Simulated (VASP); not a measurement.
Wanted: the native input for a VASP 6.6.1 run.

```yaml
Task: single point
Functional: r2SCAN
Potentials_or_basis: VASP PAW PBE potentials, release 64 (Ta_pv, N)
Cutoff: 520 eV
k_mesh: 13 × 13 × 12
Occupations: fermi-dirac, width 0.05 eV
Spin: no spin polarisation
Dipole_correction: no
Further_INCAR_settings: ALGO = Normal; EDIFF = 1e-06; NBANDS = 15
```

Crystal: TaN.

```
CELL_PARAMETERS angstrom
2.93800 0.00000 0.00000
-1.46900 2.54438 0.00000
0.00000 0.00000 2.88300
ATOMIC_POSITIONS crystal
Ta 0.33333 0.66667 0.50000
N 0.00000 0.00000 0.00000
```

These files were run (other wordings do the same):

POSCAR

```
TaN
1.0
    2.9380000000      0.0000000000      0.0000000000
   -1.4690000000      2.5443800000      0.0000000000
    0.0000000000      0.0000000000      2.8830000000
Ta N
1 1
Direct
    0.3333333333      0.6666666667      0.5000000000
    0.0000000000      0.0000000000      0.0000000000
```

INCAR.step1

```
SYSTEM = TaN
ALGO = Normal
EDIFF = 1E-4
ENCUT = 520
GGA = PE
ISMEAR = -1
LASPH = .True.
LCHARG = .False.
LREAL = .False.
LWAVE = .True.
NBANDS = 15
NELM = 80
PREC = Accurate
SIGMA = 0.05
```

INCAR.step2

```
SYSTEM = TaN
ALGO = Normal
EDIFF = 1E-6
ENCUT = 520
ISIF = 2
ISMEAR = -1
ISTART = 1
LASPH = .True.
LCHARG = .False.
LMIXTAU = .True.
LREAL = .False.
LWAVE = .False.
METAGGA = R2SCAN
NBANDS = 15
NELM = 80
PREC = Accurate
SIGMA = 0.05
```

KPOINTS

```
k-points
0
Gamma
  13 13 12
  0 0 0
```

Potentials or basis: VASP PAW PBE potentials, release 64 (Ta_pv, N).

Run with:

```console
$ cat potpaw_PBE.64/Ta_pv/POTCAR potpaw_PBE.64/N/POTCAR > POTCAR
$ cp INCAR.step1 INCAR
$ mpirun -np 1 vasp_std > vasp.out
$ cp INCAR.step2 INCAR
$ mpirun -np 1 vasp_std > vasp.out
```

It gave:

| Item | Value |
| --- | --- |
| Pressure | 1.4 GPa |
| Band gap on the k mesh | zero (bands 8 and 9 overlap by 0.36 eV) |

Caveat: the PAW data sets were made with another functional, which shifts forces and pressure a little; spin-orbit coupling is left out, which moves the levels of the heavy elements.

It took 2.1 min on 1 thread of Intel Xeon 8259CL, with other jobs on the host, peak memory 0.18 GiB.
